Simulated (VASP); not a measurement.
# BN (Cmcm) in VASP: single point with PBE

Aim: the single point of BN with PBE.

All numbers are computed with VASP 6.6.1; they aren't measurements. Logs are shortened: lines on timing, memory, paths and dates and some standing lists are left out, and cuts for length are marked.

## 1. The cell of the first run

The typed cell holds 4 atoms: a = 2.488 Å, b = 2.488 Å, c = 6.495 Å, α = 90.00°, β = 90.00°, γ = 120.00°.

## 2. Single point, PBE

The input, INCAR:

```
ALGO     = Normal         # electronic algorithm
EDIFF    = 1E-6           # SCF threshold, eV
ENCUT    = 600            # plane-wave cutoff, eV
GGA      = PE             # functional
GGA_COMPAT= False        
ISIF     = 2              # what is computed and relaxed
ISMEAR   = -1             # smearing method
LASPH    = True           # aspherical terms in the spheres
LCHARG   = False          # write CHGCAR
LREAL    = False          # projectors in reciprocal space
LWAVE    = False          # write WAVECAR
NBANDS   = 16             # bands
NELM     = 120            # most SCF steps
PREC     = Accurate       # precision mode
SIGMA    = 0.01           # smearing width, eV
```

The input, KPOINTS:

```
k-points
0
Gamma
  8 8 4
```

The input, POSCAR:

```
BN
1.0
    2.4883437615      0.0000000000      0.0000000000
   -1.2441718807      2.1549689108      0.0000000000
    0.0000000000      0.0000000000      6.4954828762
B N
2 2
Direct
    0.3335905391      0.6664094605      0.2500000001
    0.6664094604      0.3335905391      0.7500000004
    0.3342207758      0.6657792238      0.7500000004
    0.6657792237      0.3342207758      0.2500000001
```

Potentials or basis: VASP PAW PBE potentials, release 64 (B, N).

On the command line:

```sh
> cat potpaw_PBE.64/B/POTCAR potpaw_PBE.64/N/POTCAR > POTCAR
> mpirun -np 1 vasp_std > vasp.out
```

OUTCAR:

```text
EDIFF = 1E-6
   ENCUT = 600
   GGA = PE
   ISIF = 2
   ISMEAR = -1
   LASPH = True
   LREAL = False
   NELM = 120
   PREC = Accurate

 ion  position               nearest neighbor table
   1  0.334  0.666  0.250-   4 1.43   4 1.44   4 1.44
   2  0.666  0.334  0.750-   3 1.43   3 1.44   3 1.44
   3  0.334  0.666  0.750-   2 1.43   2 1.44   2 1.44
   4  0.666  0.334  0.250-   1 1.43   1 1.44   1 1.44

  LATTYP: Found a hexagonal cell.
 ALAT       =     2.4883437615
 C/A-ratio  =     2.6103639604

  Lattice vectors:

 A1 = (   2.4883437615,   0.0000000000,   0.0000000000)
 A2 = (  -1.2441718807,   2.1549689108,   0.0000000000)
 A3 = (   0.0000000000,   0.0000000000,   6.4954828762)

Analysis of symmetry for initial positions (statically):
=====================================================================
 Subroutine PRICEL returns:
 Original cell was already a primitive cell.

 Routine SETGRP: Setting up the symmetry group for a
 hexagonal supercell.

 Subroutine GETGRP returns: Found  8 space group operations
 (whereof  4 operations were pure point group operations)
 out of a pool of 24 trial point group operations.

The static configuration has the point symmetry C_2h.
 The point group associated with its full space group is D_2h.

Analysis of symmetry for dynamics (positions and initial velocities):
=====================================================================
 Subroutine PRICEL returns:
 Original cell was already a primitive cell.

 Routine SETGRP: Setting up the symmetry group for a
 hexagonal supercell.

 Subroutine GETGRP returns: Found  8 space group operations
 (whereof  4 operations were pure point group operations)
 out of a pool of 24 trial point group operations.

The dynamic configuration has the point symmetry C_2h.
 The point group associated with its full space group is D_2h.

 Subroutine INISYM returns: Found  8 space group operations
 (whereof  4 operations are pure point group operations),
 and found     1 'primitive' translations

----------------------------------------------------------------------------------------

                                     Primitive cell

  volume of cell :      34.8308

  direct lattice vectors                    reciprocal lattice vectors
     2.488343761  0.000000000  0.000000000     0.401873734  0.232021909  0.000000000
    -1.244171881  2.154968911  0.000000000     0.000000000  0.464043818  0.000000000
     0.000000000  0.000000000  6.495482876     0.000000000  0.000000000  0.153953142

  length of vectors
     2.488343761  2.488343761  6.495482876     0.464043818  0.464043818  0.153953142

  position of ions in fractional coordinates (direct lattice)
     0.333590539  0.666409460  0.250000000
     0.666409460  0.333590539  0.750000000
     0.334220776  0.665779224  0.750000000
     0.665779224  0.334220776  0.250000000

  ion indices of the primitive-cell ions
   primitive index   ion index
                 1           1
                 2           2
                 3           3
                 4           4

----------------------------------------------------------------------------------------

 KPOINTS: k-points

Automatic generation of k-mesh.
 Grid dimensions read from file:
 generate k-points for:    8    8    4

 Generating k-lattice:

  Cartesian coordinates                     Fractional coordinates (reciprocal lattice)
     0.050234217  0.029002739  0.000000000     0.125000000 -0.000000000  0.000000000
     0.000000000  0.058005477  0.000000000     0.000000000  0.125000000  0.000000000
     0.000000000  0.000000000  0.038488286     0.000000000  0.000000000  0.250000000

  Length of vectors
     0.058005477  0.058005477  0.038488286

  Shift w.r.t. Gamma in fractional coordinates (k-lattice)
     0.000000000  0.000000000  0.000000000

 Subroutine IBZKPT returns following result:
 ===========================================

 Found     63 irreducible k-points:

 Following reciprocal coordinates:
            Coordinates               Weight
  0.000000  0.000000  0.000000      1.000000
  0.125000 -0.000000  0.000000      4.000000
 -0.125000  0.125000  0.000000      2.000000
  0.250000 -0.000000  0.000000      4.000000
 -0.250000  0.250000  0.000000      2.000000
  0.375000 -0.000000  0.000000      4.000000
[... 16 lines left out ...]
  0.125000 -0.000000  0.250000      8.000000
 -0.125000  0.125000  0.250000      4.000000
 [... further k-points ...]
   k-points           NKPTS =     63   k-points in BZ     NKDIM =     63   number of bands    NBANDS=     16
   number of dos      NEDOS =    301   number of ions     NIONS =      4
   total plane-waves  NPLWV =  21600
   dimension x,y,z NGX =    20 NGY =   20 NGZ =   54
   dimension x,y,z NGXF=    40 NGYF=   40 NGZF=  108
   ions per type =               2   2
   NGX,Y,Z   is equivalent  to a cutoff of  13.36, 13.36, 13.82 a.u.
   NGXF,Y,Z  is equivalent  to a cutoff of  26.72, 26.72, 27.64 a.u.
 SYSTEM =  unknown system
   PREC   = accura    normal or accurate (medium, high low for compatibility)
   ISTART =      0    job   : 0-new  1-cont  2-samecut
   ICHARG =      2    charge: 1-file 2-atom 10-const
   ISPIN  =      1    spin polarized calculation?
   LNONCOLLINEAR =      F non collinear calculations
   LSORBIT =      F    spin-orbit coupling
   LASPH  =      T    aspherical Exc in radial PAW
   ENCUT  =  600.0 eV  44.10 Ry    6.64 a.u.   4.97  4.97 12.97*2*pi/ulx,y,z
   NELM   =    120;   NELMIN=  2; NELMDL= -5     # of ELM steps
   EDIFF  = 0.1E-05   stopping-criterion for ELM
   LREAL  =      F    real-space projection
   EDIFFG = 0.1E-04   stopping-criterion for IOM
   NSW    =      0    number of steps for IOM
   IBRION =     -1    ionic relax: 0-MD 1-quasi-New 2-CG
   NFREE  =      0    steps in history (QN), initial steepest desc. (CG)
   ISIF   =      2    stress and relaxation
   ISYM   =      2    0-nonsym 1-usesym 2-fastsym
   POTIM  = 0.5000    time-step for ionic-motion
   TEBEG  =    0.0;   TEEND  =   0.0 temperature during run
   PSTRESS=    0.0 pullay stress
   NELECT =      16.0000    total number of electrons
   NUPDOWN=      -1.0000    fix difference up-down
   EMIN   =  10.00;   EMAX   =-10.00  energy-range for DOS
   EFERMI =   0.00;   METHOD = LEGACY
   ISMEAR =    -1;   SIGMA  =   0.01  broadening in eV -4-tet -1-fermi 0-gaus
   EFERMI_NEDOS =   21; number of points for ismear=-14 and -15
   IALGO  =     38    algorithm
   IMIX   =      4    mixing-type and parameters
     AMIX     =   0.40;   BMIX     =  1.00
     AMIX_MAG =   1.60;   BMIX_MAG =  1.00
  volume/ion in A,a.u.               =       8.71        58.76
  Fermi-wavevector in a.u.,A,eV,Ry     =   1.263166  2.387038 21.709310  1.595589
  Thomas-Fermi vector in A             =   2.396537
   LORBIT       =      0    0 simple, 1 ext, 2 COOP (PROOUT), +10 PAW based schemes
   GGA     = PE    functional components
   LHFCALC =     F    Hartree Fock is set to
   AEXX    =    0.0000 exact exchange contribution
   IVDW    =     0    specifies the selected vdW correction
   LEPSILON=     F    determine dielectric tensor
   LRPA    =     F    only Hartree local field effects (RPA)
 non-spin polarized calculation
  energy-cutoff  :      600.00
  volume of cell :       34.83
 maximum number of plane-waves:      1182
   NGX =  9   NGY =  9   NGZ = 25

 number of electron      15.9999998 magnetization

 Free energy of the ion-electron system (eV)
  ---------------------------------------------------
  ext. energy  EPLUGINS =         0.00000000
  ---------------------------------------------------
  free energy    TOTEN  =       -35.12072182 eV

  energy without entropy =      -35.12072182  energy(sigma->0) =      -35.12072182

 E-fermi :   2.7966     XC(G=0): -10.2555

 val. band max:        2.5600598303   @ k =   0.3750   0.2500   0.0000
 cond. band min:       6.7937973267   @ k =   0.5000   0.5000   0.0000
 fundamental gap:      4.2337374965
 Fermi energy:         2.7965732502

 k-point     1 :       0.0000    0.0000    0.0000
  band No.  band energies     occupation
      1     -15.4012      2.00000
      2     -15.0559      2.00000
      3      -3.8725      2.00000
      4      -1.5236      2.00000
      5       1.1677      2.00000
      6       1.2125      2.00000
[... 8 lines left out ...]
     15      15.2002      0.00000
     16      15.8060      0.00000

 k-point     2 :       0.1250   -0.0000    0.0000
  band No.  band energies     occupation
      1     -15.0917      2.00000
      2     -14.7582      2.00000
      3      -3.4472      2.00000
      4      -1.1455      2.00000
      5       0.0438      2.00000
      6       0.0879      2.00000
[... 8 lines left out ...]
     15      15.7248      0.00000
     16      16.1521      0.00000

 k-point     3 :      -0.1250    0.1250    0.0000
  band No.  band energies     occupation
      1     -15.0924      2.00000
      2     -14.7590      2.00000
      3      -3.4463      2.00000
      4      -1.1444      2.00000
      5      -0.0204      2.00000
      6       0.0225      2.00000
[... 8 lines left out ...]
     15      15.6152      0.00000
     16      16.1904      0.00000

 k-point     4 :       0.2500   -0.0000    0.0000
  band No.  band energies     occupation
      1     -14.2042      2.00000
      2     -13.9087      2.00000
      3      -2.5777      2.00000
      4      -2.5014      2.00000
      5      -2.2103      2.00000
      6      -0.4540      2.00000
[... 8 lines left out ...]
     15      18.3546      0.00000
     16      18.8283      0.00000
[... 324 lines left out ...]
 k-point    22 :       0.0000    0.0000    0.2500
  band No.  band energies     occupation
      1     -15.3537      2.00000
      2     -15.1097      2.00000
      3      -3.5878      2.00000
      4      -1.9529      2.00000
      5       1.1743      2.00000
      6       1.2059      2.00000
[... 8 lines left out ...]
     15      15.3993      0.00000
     16      15.7631      0.00000

 k-point    23 :       0.1250   -0.0000    0.2500
  band No.  band energies     occupation
      1     -15.0456      2.00000
      2     -14.8101      2.00000
      3      -3.1687      2.00000
      4      -1.5690      2.00000
      5       0.0539      2.00000
      6       0.0896      2.00000
[... 8 lines left out ...]
     15      15.6977      0.00000
     16      15.7850      0.00000

 k-point    24 :      -0.1250    0.1250    0.2500
  band No.  band energies     occupation
      1     -15.0464      2.00000
      2     -14.8109      2.00000
      3      -3.1679      2.00000
      4      -1.5682      2.00000
      5      -0.0106      2.00000
      6       0.0247      2.00000
[... 8 lines left out ...]
     15      15.5947      0.00000
     16      15.8066      0.00000

 [... further k-points ...]
[... 5 lines left out ...]
  --------------------------------------------------------------------------------------
  -------------------------------------------------------------------------------------
  Total        2.4355714      2.2942292      0.7818312     -0.1224059      0.0000000      0.0000000
  in kB      112.0336841    105.5320961     35.9633996     -5.6305403      0.0000000      0.0000000
  external PRESSURE =      84.5097266 kB  Pullay stress =       0.0000000 kB

 VOLUME and BASIS-vectors are now :
 -----------------------------------------------------------------------------
  energy-cutoff  :      600.00
  volume of cell :       34.83
      direct lattice vectors                 reciprocal lattice vectors
     2.488343761  0.000000000  0.000000000     0.401873734  0.232021909  0.000000000
    -1.244171881  2.154968911  0.000000000     0.000000000  0.464043818  0.000000000
     0.000000000  0.000000000  6.495482876     0.000000000  0.000000000  0.153953142

 POSITION                                       TOTAL-FORCE (eV/Angst)
 -----------------------------------------------------------------------------------
      0.00096      1.43609      1.62387        -0.187230      0.108098      0.000000
      1.24321      0.71888      4.87161         0.187230     -0.108098      0.000000
      0.00331      1.43473      4.87161        -0.187832      0.108445      0.000000
      1.24086      0.72024      1.62387         0.187832     -0.108445     -0.000000
 -----------------------------------------------------------------------------------
    total drift:                                0.000000      0.000000      0.000000

  FREE ENERGIE OF THE ION-ELECTRON SYSTEM (eV)
  ---------------------------------------------------
  free  energy   TOTEN  =       -35.1207218183 eV

  energy  without entropy=      -35.1207218183  energy(sigma->0) =      -35.12072182
```

Wall time 52 s (1 thread of Intel Xeon Platinum 8375C at 2.90GHz (Ice Lake), shared host); peak memory 0.17 GiB.

What came out:

| Property | Result |
| --- | --- |
| Free energy | -35.1207 eV |
| Pressure | 8.5 GPa |
| Largest force | 0.217 eV/Å |
| Band gap on the k mesh | 4.23 eV (least direct gap 4.65 eV) |

Forces in eV/Å, atoms in the order of the input:
```
B   -0.187  0.108  0.000
B    0.187 -0.108  0.000
N   -0.188  0.108  0.000
N    0.188 -0.108  0.000
```

Levels at points of the mesh, in eV from the valence-band top:
```tsv
k point	band 4	band 5	band 6	band 7	band 8	band 9	band 10	band 11	band 12	band 13
(0.00, 0.00, 0.00)	-4.08	-1.39	-1.35	-1.28	-1.23	5.38	10.62	11.59	11.74	11.75
(0.50, 0.00, 0.00)	-8.93	-4.22	-4.14	-1.56	-0.43	4.26	5.79	9.70	10.11	12.88
(0.50, 0.50, 0.00)	-8.94	-4.17	-4.09	-1.53	-0.42	4.23	5.71	9.71	10.13	12.86
(0.00, 0.00, 0.50)	-5.40	-1.37	-1.37	-1.25	-1.25	7.89	7.89	11.66	11.66	11.82
(0.50, 0.00, 0.50)	-8.97	-4.18	-4.18	-0.97	-0.97	4.76	4.76	10.10	10.10	13.79
(0.50, 0.50, 0.50)	-8.99	-4.13	-4.13	-0.94	-0.94	4.71	4.71	10.12	10.12	13.79
```

Caveat: the cell stands under pressure; this functional lacks dispersion, which binds the layers, so the pressure and a relaxed spacing across them are unreliable.
